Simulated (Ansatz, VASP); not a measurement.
## One calculation of ZnS, two programs

The input INCAR:

```
PREC = Accurate
ENCUT = 520
EDIFF = 1E-7
ISMEAR = 0
SIGMA = 0.01
LREAL = F
LASPH = T
NELM = 100
ALGO = Normal
ISIF = 2
LWAVE = F
LCHARG = F
GGA = PE
NBANDS = 46
```

The input KPOINTS:

```
regular mesh
0
Gamma
  12 12 4
```

Contents of POSCAR:

```
ZnS
1.0
    3.8461551846      0.0000000000      0.0000000000
   -1.9230775923      3.3308680968      0.0000000000
    0.0000000000      0.0000000000     12.5886853746
Zn S
4 4
Direct
    0.6666666667      0.3333333333      0.7500383538
    0.3333333333      0.6666666667      0.2500383538
    0.0000000000      0.0000000000      0.5000855079
    0.0000000000      0.0000000000      0.0000855079
    0.6666666667      0.3333333333      0.9376114930
    0.3333333333      0.6666666667      0.4376114930
    0.0000000000      0.0000000000      0.6872636452
    0.0000000000      0.0000000000      0.1872636452
```

Input for Ansatz:

```yaml
crystal:
  lattice:
    - [3.8461551847, 0.0, 0.0]
    - [-1.9230775923, 3.3308680969, 0.0]
    - [0.0, 0.0, 12.5886853824]
  atoms:
    - { symbol: Zn, position: [0.6666666667, 0.3333333333, 0.7500383536] }
    - { symbol: Zn, position: [0.3333333333, 0.6666666667, 0.2500383536] }
    - { symbol: Zn, position: [0.0, 0.0, 0.5000855081] }
    - { symbol: Zn, position: [0.0, 0.0, 8.55081e-05] }
    - { symbol: S, position: [0.6666666667, 0.3333333333, 0.9376114934] }
    - { symbol: S, position: [0.3333333333, 0.6666666667, 0.4376114934] }
    - { symbol: S, position: [0.0, 0.0, 0.6872636449] }
    - { symbol: S, position: [0.0, 0.0, 0.1872636449] }
basis:
  ecutwfc: 420
  xc_grid: 2
kpoints:
  mp_grid: { grid: [12, 12, 4] }
  band_path: { path: [VBM, CBM], npoints: 2 }
hamiltonian:
  xc: pbe
scf:
  occupations: { method: gaussian, width: 0.01 }
output:
  forces: true
  stress: true
  eigenvalues: true
```

Alike in both runs: task single point; functional PBE; k mesh 12 × 12 × 4; occupations gaussian, width 0.01 eV; no spin polarisation.

```csv
,VASP,Ansatz
version,VASP 6.6.1,Ansatz 0.2.0
potentials or method,"VASP PAW PBE potentials, release 64 (Zn, S), cutoff 520 eV","scalar-relativistic, plane waves, PAW"
valence electrons in the cell,72,72
```

|  | VASP | Ansatz | Ansatz less VASP |
| --- | --- | --- | --- |
| gap on the k mesh at the Fermi level (eV) | 2.05 | 2.05 | -0.004 |
| least direct gap on the mesh (eV) | 2.05 | 2.05 | -0.004 |
| pressure (GPa) | 0.2 | 0.0 | -0.16 |
